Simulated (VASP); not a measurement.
Crystal: Sn2Ge.

```xyz
3
Lattice="0.0000 3.1430 3.1430 3.1430 0.0000 3.1430 3.1430 3.1430 0.0000" Properties=species:S:1:pos:R:3 pbc="T T T"
Sn    4.7145    4.7145    4.7145
Sn    1.5715    1.5715    1.5715
Ge    0.0000    0.0000    0.0000
```

| Item | Value |
| --- | --- |
| Program | VASP 6.6.1 |
| Task | relaxation of cell and atoms |
| Functional | LDA |
| Potentials or basis | VASP PAW LDA potentials, release 64 (Sn_d, Ge_d) |
| Cutoff | 600 eV |
| k mesh | 6 × 6 × 6 |
| Occupations | gaussian, width 0.1 eV |
| Spin | no spin polarisation |

At the start: pressure 22.3 GPa; volume 20.70 Å³/atom.

Where does the relaxation end?

Over 3 steps the energy falls by 314.4 meV/atom and the volume is 26.32 Å³/atom (+27.1 %); space group Fm-3m (No. 225, to 0.05 Å).

The path:
| step | energy change (eV) | largest force (eV/Å) | pressure (GPa) | volume (Å³) |
| --- | --- | --- | --- | --- |
| 1 | 0.0000 | 0.0000 | 22.31 | 62.09 |
| 2 | -0.6874 | 0.0000 | -5.64 | 91.76 |
| 3 | -0.9431 | 0.0000 | -0.07 | 78.95 |

Final structure:
```xyz
3
Lattice="0.0000 3.4049 3.4049 3.4049 0.0000 3.4049 3.4049 3.4049 0.0000" Properties=species:S:1:pos:R:3 pbc="T T T"
Sn    5.1074    5.1074    5.1074
Sn    1.7025    1.7025    1.7025
Ge    0.0000    0.0000    0.0000
```

Caveat: the volume moved by over 15 % at a fixed basis, so the end points are rough.
